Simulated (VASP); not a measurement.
Here is a VASP 6.6.1 calculation.

INCAR

```
  PREC = Accurate
  ENCUT = 500
  EDIFF = 1E-6
  ISMEAR = 0
  SIGMA = 0.01
  LREAL = False
  LASPH = True
  NELM = 120
  ALGO = Normal
  ISIF = 2
  LWAVE = False
  LCHARG = False
  GGA = PE
  NBANDS = 16
  GGA_COMPAT = False
```

Contents of KPOINTS:

```
regular mesh
0
Gamma
  6 6 6
```

File POSCAR:

```
AgI
1.0
    0.0000000000      3.2885749494      3.2885749494
    3.2885749494      0.0000000000      3.2885749494
    3.2885749494      3.2885749494      0.0000000000
Ag I
1 1
Direct
    0.0000000000      0.0000000000      0.0000000000
    0.2500000000      0.2500000000      0.2500000000
```

Potentials or basis: VASP PAW PBE potentials, release 64 (Ag, I).

Launch:

```sh
$ cat potpaw_PBE.64/Ag/POTCAR potpaw_PBE.64/I/POTCAR > POTCAR
$ mpirun -np 1 vasp_std > vasp.out
```

Task: Predict the pressure.

Result: 0.6 GPa.

Task: What does it give for the band gap on the k mesh?

Result: 1.34 eV, direct.

Caveat: spin-orbit coupling is left out, which moves the levels of the heavy elements. As with any semilocal functional, this PBE gap is likely too small.
